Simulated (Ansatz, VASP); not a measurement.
This is a calculation of C for Ansatz 0.2.0.

File input.yaml:

```yaml
crystal:
  lattice:
    - [0.0, 1.78337, 1.78337]
    - [1.78337, 0.0, 1.78337]
    - [1.78337, 1.78337, 0.0]
  atoms:
    - { symbol: C, position: [0.75, 0.75, 0.75] }
    - { symbol: C, position: [0.5, 0.5, 0.5] }
kpoints:
  mp_grid: { grid: [5, 5, 5] }
scf:
  occupations: { method: fermi_dirac, width: 0.04 }
hamiltonian:
  xc: pbe
  pseudopotentials: { kind: all_electron, lapw: { basis_error: 0.003 } }
output:
  forces: true
  stress: true
  eigenvalues: true
```

Potentials or basis: all-electron LAPW, scalar-relativistic.

The run is started by

```sh
$ ansatz run input.yaml --threads 1 --pin off --max-ram 3072MiB --backend cpu --events-out ev --progress --plain --runs-dir out
```

Q: Set up the same calculation for VASP 6.6.1. Potentials there: VASP PAW PBE potentials, release 64 (C).

A: As run (the cutoff follows the program's own potentials):

Contents of INCAR:

```
SYSTEM = C
PREC     = Accurate       ! precision mode
ENCUT    = 520            ! plane-wave cutoff, eV
EDIFF    = 1E-6           ! SCF threshold, eV
ISMEAR   = -1             ! smearing method
SIGMA    = 0.04           ! smearing width, eV
LREAL    = .FALSE.        ! projectors in reciprocal space
LASPH    = .TRUE.         ! aspherical terms in the spheres
NELM     = 60             ! most SCF steps
ALGO     = Normal         ! electronic algorithm
ISIF     = 2              ! what is computed and relaxed
LWAVE    = .FALSE.        ! write WAVECAR
LCHARG   = .TRUE.         ! write CHGCAR
GGA      = PE             ! functional
LELF     = .TRUE.         ! ELF
LVHAR    = .TRUE.       
NBANDS   = 11             ! bands
```

File KPOINTS:

```
regular mesh
0
G
  5 5 5
  0 0 0
```

Contents of POSCAR:

```
C
1.0
    0.0000000000      1.7833700000      1.7833700000
    1.7833700000      0.0000000000      1.7833700000
    1.7833700000      1.7833700000      0.0000000000
C
2
Direct
    0.7500000000      0.7500000000      0.7500000000
    0.5000000000      0.5000000000      0.5000000000
```

Potentials or basis: VASP PAW PBE potentials, release 64 (C).

Run with:

```sh
$ cat potpaw_PBE.64/C/POTCAR > POTCAR
$ mpirun -np 1 vasp_std > vasp.out
```

Both were run:

|  | VASP | Ansatz | Ansatz less VASP |
| --- | --- | --- | --- |
| gap on the k mesh at the Fermi level (eV) | 4.16 | 4.17 | +0.008 |
| least direct gap on the mesh (eV) | 5.59 | 5.60 | +0.010 |
| pressure (GPa) | 2.7 | 2.0 | -0.70 |

Ansatz ran all-electron here, and VASP with PAW potentials.

The k mesh is coarse, so the values compare programs but aren't converged.
